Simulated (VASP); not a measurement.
Sb, 1 atom in the cell. The structure is tetragonal, space group P4/mmm (No. 123). The conventional cell has a = 3.160 Å, b = 3.160 Å, c = 2.686 Å, α = 90.00°, β = 90.00°, γ = 90.00°. Within 3.5 Å of Sb (site symmetry 4/mmm) lie 6 Sb at 2.69 to 3.16 Å.  This cell differs from its parent crystal: strain -0.1500 x Voigt [0, 1, 0, 0, 0, 0].

```yaml
Program: VASP 6.6.1
Task: single point
Functional: r2SCAN
Potentials_or_basis: VASP PAW PBE potentials, release 64 (Sb)
Cutoff: 520 eV
k_mesh: 16 × 16 × 16
Occupations: gaussian, width 0.15 eV
Spin: no spin polarisation
Dipole_correction: no
Further_INCAR_settings: ALGO = Normal; EDIFF = 1e-06; NBANDS = 8
```

Potentials or basis: VASP PAW PBE potentials, release 64 (Sb).

Run with:

```sh
$ cat potpaw_PBE.64/Sb/POTCAR > POTCAR
$ cp INCAR.step1 INCAR
$ mpirun -np 1 vasp_std > vasp.out
$ cp INCAR.step2 INCAR
$ mpirun -np 1 vasp_std > vasp.out
```

Hardware: 1 thread of Intel(R) Xeon(R) 6975P-C (Granite Rapids), with other jobs on the host.

Q: Estimate the wall time of this run.

A: Wall time 57 s on 1 thread of Intel(R) Xeon(R) 6975P-C (Granite Rapids), on a shared host, peak memory 0.2 GiB. Counts: k points 405.
